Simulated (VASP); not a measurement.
Wanted: the native input for a VASP 6.6.1 run.

* Task: single point
* Functional: PBE
* Potentials or basis: VASP PAW PBE potentials, release 64 (Mo_sv, Si)
* Cutoff: 520 eV
* k mesh: 12 × 12 × 12
* Occupations: gaussian, width 0.018 eV
* Spin: no spin polarisation
* Dipole correction: no
* Further INCAR settings: ALGO = Normal; EDIFF = 1e-06; NBANDS = 18

The structure of Si2Mo lies in POSCAR:

```
Si2Mo
1.0
   -1.6000000000      1.6000000000      3.9305000000
    1.6000000000     -1.6000000000      3.9305000000
    1.6000000000      1.6000000000     -3.9305000000
Mo Si
1 2
Direct
    0.0000000000      0.0000000000      0.0000000000
    0.6670000000      0.6670000000      0.0000000000
    0.3330000000      0.3330000000      0.0000000000
```

These files were run (other wordings do the same):

INCAR

```
SYSTEM = Si2Mo
PREC = Accurate ; ENCUT = 520
EDIFF = 1E-6 ; ISMEAR = 0
SIGMA = 0.018000000000000002 ; LREAL = .FALSE.
LASPH = .TRUE. ; NELM = 60
ALGO = Normal ; ISIF = 2
LWAVE = .FALSE. ; LCHARG = .TRUE.
GGA = PE ; LELF = .TRUE.
LVHAR = .TRUE. ; NBANDS = 18
```

KPOINTS

```
Automatic mesh
0
G
  12 12 12
  0 0 0
```

Potentials or basis: VASP PAW PBE potentials, release 64 (Mo_sv, Si).

Command:

```bash
$ cat potpaw_PBE.64/Mo_sv/POTCAR potpaw_PBE.64/Si/POTCAR > POTCAR
$ mpirun -np 1 vasp_std > vasp.out
```

It gave:

| Item | Value |
| --- | --- |
| Pressure | 2.4 GPa |
| Largest force | 0.272 eV/Å |
| Band gap on the k mesh | zero (bands 11 and 12 overlap by 1.04 eV) |

Wall time 2 min on 1 thread of Intel(R) Xeon(R) Platinum 8488C (Sapphire Rapids), with other jobs on the host, peak memory 0.28 GiB.
